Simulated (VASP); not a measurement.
# Ga (Pm-3m) in VASP: settings compared, part 2 of 3

VASP 6.6.1.

## (3) Single point, PBEsol (volume scaled by 0.78)

The input, INCAR:

```
SYSTEM = Ga
PREC = Accurate
ENCUT = 520
EDIFF = 1E-6
ISMEAR = -1
SIGMA = 0.1
LREAL = .FALSE.
LASPH = .TRUE.
NELM = 100
ALGO = Normal
ISIF = 2
LWAVE = .FALSE.
LCHARG = .TRUE.
GGA = PS
LELF = .TRUE.
LVHAR = .TRUE.
NBANDS = 12
```

The input, KPOINTS:

```
Automatic mesh
0
G
  15 15 15
  0 0 0
```

The input, POSCAR:

```
Ga
1.0
    2.4490965702      0.0000000000      0.0000000000
    0.0000000000      2.4490965702      0.0000000000
    0.0000000000      0.0000000000      2.4490965702
Ga
1
Direct
    0.0000000000      0.0000000000      0.0000000000
```

Potentials or basis: VASP PAW PBE potentials, release 64 (Ga_d).

Started as:

```bash
cat potpaw_PBE.64/Ga_d/POTCAR > POTCAR
mpirun -np 1 vasp_std > vasp.out
```

OUTCAR:

```text
SYSTEM = Ga
   PREC = Accurate
   ENCUT = 520
   EDIFF = 1E-6
   ISMEAR = -1
   LREAL = .FALSE.
   LASPH = .TRUE.
   NELM = 100
   ISIF = 2
   GGA = PS

 ion  position               nearest neighbor table
   1  0.000  0.000  0.000-

  LATTYP: Found a simple cubic cell.
 ALAT       =     2.4490965702

  Lattice vectors:

 A1 = (   2.4490965702,   0.0000000000,   0.0000000000)
 A2 = (   0.0000000000,   2.4490965702,   0.0000000000)
 A3 = (   0.0000000000,   0.0000000000,   2.4490965702)

Analysis of symmetry for initial positions (statically):
=====================================================================
 Subroutine PRICEL returns:
 Original cell was already a primitive cell.

 Routine SETGRP: Setting up the symmetry group for a
 simple cubic supercell.

 Subroutine GETGRP returns: Found 48 space group operations
 (whereof 48 operations were pure point group operations)
 out of a pool of 48 trial point group operations.

The static configuration has the point symmetry O_h .

Analysis of symmetry for dynamics (positions and initial velocities):
=====================================================================
 Subroutine PRICEL returns:
 Original cell was already a primitive cell.

 Routine SETGRP: Setting up the symmetry group for a
 simple cubic supercell.

 Subroutine GETGRP returns: Found 48 space group operations
 (whereof 48 operations were pure point group operations)
 out of a pool of 48 trial point group operations.

The dynamic configuration has the point symmetry O_h .

 Subroutine INISYM returns: Found 48 space group operations
 (whereof 48 operations are pure point group operations),
 and found     1 'primitive' translations

----------------------------------------------------------------------------------------

                                     Primitive cell

[... 105 lines left out ...]
   IALGO  =     38    algorithm
   IMIX   =      4    mixing-type and parameters
     AMIX     =   0.40;   BMIX     =  1.00
     AMIX_MAG =   1.60;   BMIX_MAG =  1.00
  volume/ion in A,a.u.               =      14.69        99.13
  Fermi-wavevector in a.u.,A,eV,Ry     =   1.571750  2.970176 33.611791  2.470397
  Thomas-Fermi vector in A             =   2.673287
   LORBIT       =      0    0 simple, 1 ext, 2 COOP (PROOUT), +10 PAW based schemes
   GGA     = PS    functional components
   LHFCALC =     F    Hartree Fock is set to
   AEXX    =    0.0000 exact exchange contribution
   IVDW    =     0    specifies the selected vdW correction
   LEPSILON=     F    determine dielectric tensor
   LRPA    =     F    only Hartree local field effects (RPA)
 non-spin polarized calculation
  energy-cutoff  :      520.00
  volume of cell :       14.69
 maximum number of plane-waves:       413
   NGX =  9   NGY =  9   NGZ =  9

 number of electron      13.0000027 magnetization

 Free energy of the ion-electron system (eV)
  ---------------------------------------------------
  ext. energy  EPLUGINS =         0.00000000
  ---------------------------------------------------
  free energy    TOTEN  =        -3.00870469 eV

  energy without entropy =       -2.99896425  energy(sigma->0) =       -3.00383447

 E-fermi :   7.6228     XC(G=0): -12.4013

 val. band max:        7.5144339275   @ k =   0.3333   0.2000   0.0000
 cond. band min:       7.6252979664   @ k =   0.3333   0.2000   0.0667
 fundamental gap:      0.1108640389
 Fermi energy:         7.6227562725

 k-point     1 :       0.0000    0.0000    0.0000
  band No.  band energies     occupation
      1      -8.0788      2.00000
      2      -8.0788      2.00000
      3      -7.0296      2.00000
      4      -7.0296      2.00000
      5      -7.0296      2.00000
      6      -5.3504      2.00000
      7      18.8780      0.00000
      8      18.8780      0.00000
      9      18.8780      0.00000
     10      21.8187      0.00000
     11      21.8187      0.00000
     12      25.9912      0.00000
[... 331 lines left out ...]
 k-point    24 :       0.3333    0.2000    0.0000
  band No.  band energies     occupation
      1      -7.8827      2.00000
      2      -7.4622      2.00000
      3      -7.4450      2.00000
      4      -7.2375      2.00000
      5      -7.1079      2.00000
      6      -1.3696      2.00000
      7       7.5144      1.49421
      8      14.5128      0.00000
      9      22.9684      0.00000
     10      22.9780      0.00000
     11      26.2239      0.00000
     12      32.8444      0.00000

 [... further k-points ...]
[... 5 lines left out ...]
  --------------------------------------------------------------------------------------
  -------------------------------------------------------------------------------------
  Total        2.3906507      2.3906507      2.3906507     -0.0000000     -0.0000000      0.0000000
  in kB      260.7407956    260.7407956    260.7407956     -0.0000000     -0.0000000      0.0000000
  external PRESSURE =     260.7407956 kB  Pullay stress =       0.0000000 kB

 VOLUME and BASIS-vectors are now :
 -----------------------------------------------------------------------------
  energy-cutoff  :      520.00
  volume of cell :       14.69
      direct lattice vectors                 reciprocal lattice vectors
     2.449096570  0.000000000  0.000000000     0.408313830  0.000000000  0.000000000
     0.000000000  2.449096570  0.000000000     0.000000000  0.408313830  0.000000000
     0.000000000  0.000000000  2.449096570     0.000000000  0.000000000  0.408313830

 POSITION                                       TOTAL-FORCE (eV/Angst)
 -----------------------------------------------------------------------------------
      0.00000      0.00000      0.00000         0.000000      0.000000      0.000000
 -----------------------------------------------------------------------------------
    total drift:                               -0.000000      0.000000      0.000000

  FREE ENERGIE OF THE ION-ELECTRON SYSTEM (eV)
  ---------------------------------------------------
  free  energy   TOTEN  =        -3.0087046861 eV

  energy  without entropy=       -2.9989642520  energy(sigma->0) =       -3.00383447
```

OSZICAR:

```text
N       E                     dE             d eps       ncg     rms          rms(c)
DAV:   1     0.402749742885E+02    0.40275E+02   -0.66717E+03  3252   0.203E+03
DAV:   2    -0.137629120110E+01   -0.41651E+02   -0.40147E+02  3024   0.254E+02
DAV:   3    -0.306978488505E+01   -0.16935E+01   -0.16908E+01  3324   0.432E+01
DAV:   4    -0.308133459766E+01   -0.11550E-01   -0.11548E-01  3220   0.364E+00
DAV:   5    -0.308145645670E+01   -0.12186E-03   -0.12186E-03  3496   0.355E-01    0.156E+00
DAV:   6    -0.302137079117E+01    0.60086E-01   -0.11100E-01  3616   0.768E+00    0.689E-01
DAV:   7    -0.301033744244E+01    0.11033E-01   -0.12128E-02  3664   0.216E+00    0.202E-01
DAV:   8    -0.300870936650E+01    0.16281E-02   -0.14221E-03  3292   0.671E-01    0.156E-02
DAV:   9    -0.300870632342E+01    0.30431E-05   -0.10783E-05  3468   0.398E-02    0.493E-03
DAV:  10    -0.300870469642E+01    0.16270E-05   -0.10482E-06  2348   0.214E-02    0.261E-04
DAV:  11    -0.300870468612E+01    0.10299E-07   -0.35396E-08  1816   0.238E-03
   1 F= -.30087047E+01 E0= -.30038345E+01  d E =-.974043E-02
```

stdout:

```text
POSCAR found type information on POSCAR Ga
 POSCAR found :  1 types and       1 ions
 scaLAPACK will be used
 -----------------------------------------------------------------------------
|                                                                             |
|                                                                             |
|     You enforced a specific xc type in the INCAR file but a different       |
|     I HOPE YOU KNOW WHAT YOU ARE DOING!                                     |
|                                                                             |
 -----------------------------------------------------------------------------

 LDA part: xc-table for (Slater+PW92), standard interpolation
 POSCAR, INCAR and KPOINTS ok, starting setup
 FFT: planning ... GRIDC
 FFT: planning ... GRID_SOFT
 FFT: planning ... GRID
 WAVECAR not read
 entering main loop
```

It took 5.6 s on 1 thread of Intel Xeon 6975P-C (Granite Rapids), shared host; peak memory 0.13 GiB.

Results:

```yaml
Free_energy: -3.0087 eV
Pressure: 26.1 GPa
```

Caveat: the PAW data sets were made with another functional, which shifts forces and pressure a little.

## (4) Single point, PBEsol (volume scaled by 0.78)

The input, INCAR:

```
PREC     = Accurate       # precision mode
ENCUT    = 520            # plane-wave cutoff, eV
EDIFF    = 1E-6           # SCF threshold, eV
ISMEAR   = -1             # smearing method
SIGMA    = 0.1            # smearing width, eV
LREAL    = F              # projectors in reciprocal space
LASPH    = T              # aspherical terms in the spheres
NELM     = 100            # most SCF steps
ALGO     = Normal         # electronic algorithm
ISIF     = 2              # what is computed and relaxed
LWAVE    = F              # write WAVECAR
LCHARG   = F              # write CHGCAR
GGA      = PS             # functional
NBANDS   = 12             # bands
```

The input, KPOINTS:

```
Automatic mesh
0
Gamma
  15 15 15
```

POSCAR is that of step 3.

Potentials or basis: VASP PAW PBE potentials, release 64 (Ga_d).

Started as:

```bash
cat potpaw_PBE.64/Ga_d/POTCAR > POTCAR
mpirun -np 1 vasp_std > vasp.out
```

OUTCAR:

```text
PREC = Accurate
   ENCUT = 520
   EDIFF = 1E-6
   ISMEAR = -1
   LREAL = F
   LASPH = T
   NELM = 100
   ISIF = 2
   GGA = PS

 ion  position               nearest neighbor table
   1  0.000  0.000  0.000-

  LATTYP: Found a simple cubic cell.
 ALAT       =     2.4490965702

  Lattice vectors:

 A1 = (   2.4490965702,   0.0000000000,   0.0000000000)
 A2 = (   0.0000000000,   2.4490965702,   0.0000000000)
 A3 = (   0.0000000000,   0.0000000000,   2.4490965702)

[... 527 lines left out ...]
      3      -7.4450      2.00000
      4      -7.2375      2.00000
      5      -7.1079      2.00000
      6      -1.3696      2.00000
      7       7.5144      1.49421
      8      14.5128      0.00000
      9      22.9684      0.00000
     10      22.9780      0.00000
     11      26.2239      0.00000
     12      32.8444      0.00000

 [... further k-points ...]
[... 5 lines left out ...]
  --------------------------------------------------------------------------------------
  -------------------------------------------------------------------------------------
  Total        2.3906507      2.3906507      2.3906507     -0.0000000     -0.0000000      0.0000000
  in kB      260.7407956    260.7407956    260.7407956     -0.0000000     -0.0000000      0.0000000
  external PRESSURE =     260.7407956 kB  Pullay stress =       0.0000000 kB

 VOLUME and BASIS-vectors are now :
 -----------------------------------------------------------------------------
  energy-cutoff  :      520.00
  volume of cell :       14.69
      direct lattice vectors                 reciprocal lattice vectors
     2.449096570  0.000000000  0.000000000     0.408313830  0.000000000  0.000000000
     0.000000000  2.449096570  0.000000000     0.000000000  0.408313830  0.000000000
     0.000000000  0.000000000  2.449096570     0.000000000  0.000000000  0.408313830

 POSITION                                       TOTAL-FORCE (eV/Angst)
 -----------------------------------------------------------------------------------
      0.00000      0.00000      0.00000         0.000000      0.000000      0.000000
 -----------------------------------------------------------------------------------
    total drift:                               -0.000000      0.000000      0.000000

  FREE ENERGIE OF THE ION-ELECTRON SYSTEM (eV)
  ---------------------------------------------------
  free  energy   TOTEN  =        -3.0087046861 eV

  energy  without entropy=       -2.9989642520  energy(sigma->0) =       -3.00383447
```

OSZICAR:

```text
N       E                     dE             d eps       ncg     rms          rms(c)
DAV:   1     0.402749742885E+02    0.40275E+02   -0.66717E+03  3252   0.203E+03
DAV:   2    -0.137629120110E+01   -0.41651E+02   -0.40147E+02  3024   0.254E+02
DAV:   3    -0.306978488505E+01   -0.16935E+01   -0.16908E+01  3324   0.432E+01
DAV:   4    -0.308133459766E+01   -0.11550E-01   -0.11548E-01  3220   0.364E+00
DAV:   5    -0.308145645670E+01   -0.12186E-03   -0.12186E-03  3496   0.355E-01    0.156E+00
DAV:   6    -0.302137079117E+01    0.60086E-01   -0.11100E-01  3616   0.768E+00    0.689E-01
DAV:   7    -0.301033744244E+01    0.11033E-01   -0.12128E-02  3664   0.216E+00    0.202E-01
DAV:   8    -0.300870936650E+01    0.16281E-02   -0.14221E-03  3292   0.671E-01    0.156E-02
DAV:   9    -0.300870632342E+01    0.30431E-05   -0.10783E-05  3468   0.398E-02    0.493E-03
DAV:  10    -0.300870469642E+01    0.16270E-05   -0.10482E-06  2348   0.214E-02    0.261E-04
DAV:  11    -0.300870468612E+01    0.10299E-07   -0.35396E-08  1816   0.238E-03
   1 F= -.30087047E+01 E0= -.30038345E+01  d E =-.974043E-02
```

Run time: 5.5 s. Hardware: 1 thread of Intel Xeon 6975P-C (Granite Rapids), shared host; peak memory 0.12 GiB.

Results:

```yaml
Free_energy: -3.0087 eV
Pressure: 26.1 GPa
```

Levels at points of the mesh, in eV from the Fermi level:
| k point | band 2 | band 3 | band 4 | band 5 | band 6 | band 7 | band 8 | band 9 | band 10 | band 11 |
| --- | --- | --- | --- | --- | --- | --- | --- | --- | --- | --- |
| (0.00, 0.00, 0.00) | -15.70 | -14.65 | -14.65 | -14.65 | -12.97 | 11.26 | 11.26 | 11.26 | 14.20 | 14.20 |

Caveat: the PAW data sets were made with another functional, which shifts forces and pressure a little.

## (5) Single point, PBEsol (volume scaled by 0.88)

The input, INCAR:

```
PREC = Accurate
ENCUT = 520
EDIFF = 1E-7
ISMEAR = -1
SIGMA = 0.1
LREAL = F
LASPH = T
NELM = 100
ALGO = Normal
ISIF = 2
LWAVE = F
LCHARG = F
GGA = PS
NBANDS = 12
```

The input, KPOINTS:

```
regular mesh
0
Gamma
  15 15 15
```

The input, POSCAR:

```
Ga
1.0
    2.5495797431      0.0000000000      0.0000000000
    0.0000000000      2.5495797431      0.0000000000
    0.0000000000      0.0000000000      2.5495797431
Ga
1
Direct
    0.0000000000      0.0000000000      0.0000000000
```

Started as:

```bash
cat potpaw_PBE.64/Ga_d/POTCAR > POTCAR
mpirun -np 1 vasp_std > vasp.out
```

Run time: 6.6 s. Hardware: 1 thread of Intel Xeon 6975P-C (Granite Rapids), shared host; peak memory 0.14 GiB.

The run converged. Its results:

```yaml
Free_energy: -3.2103 eV
Pressure: 9.9 GPa
```

Levels at points of the mesh, in eV from the Fermi level:
| k point | band 4 | band 5 | band 6 | band 7 | band 8 | band 9 |
| --- | --- | --- | --- | --- | --- | --- |
| (0.00, 0.00, 0.00) | -14.58 | -14.58 | -11.96 | 10.32 | 10.32 | 10.32 |

Caveat: the PAW data sets were made with another functional, which shifts forces and pressure a little.

(Part 2 of 3 ends here.)
